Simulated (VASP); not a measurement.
A run of VASP 6.6.1:

File INCAR:

```
PREC = Accurate
ENCUT = 630
EDIFF = 1E-6
ISMEAR = 0
SIGMA = 0.023
LREAL = False
LASPH = True
NELM = 120
ALGO = Normal
ISIF = 2
LWAVE = False
LCHARG = False
GGA = PE
NBANDS = 20
GGA_COMPAT = False
```

File KPOINTS:

```
Automatic mesh
0
Gamma
  7 7 5
```

File POSCAR:

```
CdS
1.0
    4.2611695877      0.0000000000      0.0000000000
   -2.1305847939      3.6902811128      0.0000000000
    0.0000000000      0.0000000000      5.8041729400
Cd S
1 1
Direct
    0.0000000000      0.0000000000      0.4426919200
    0.6666666667      0.3333333333      0.4343080800
```

Potentials or basis: VASP PAW PBE potentials, release 64 (Cd_sv_GW, S).

Launch:

```bash
$ cat potpaw_PBE.64/Cd_sv_GW/POTCAR potpaw_PBE.64/S/POTCAR > POTCAR
$ mpirun -np 1 vasp_std > vasp.out
```

Hardware: 1 thread of AMD EPYC 7R43 64-Core Processor (Zen 3) (shared host).

Task: How long does it take, and how much memory?

Result: Run time: 86 s on 1 thread of AMD EPYC 7R43 64-Core Processor (Zen 3) (shared host), peak memory 0.25 GiB. Counts: scf iterations 14, k points 32.
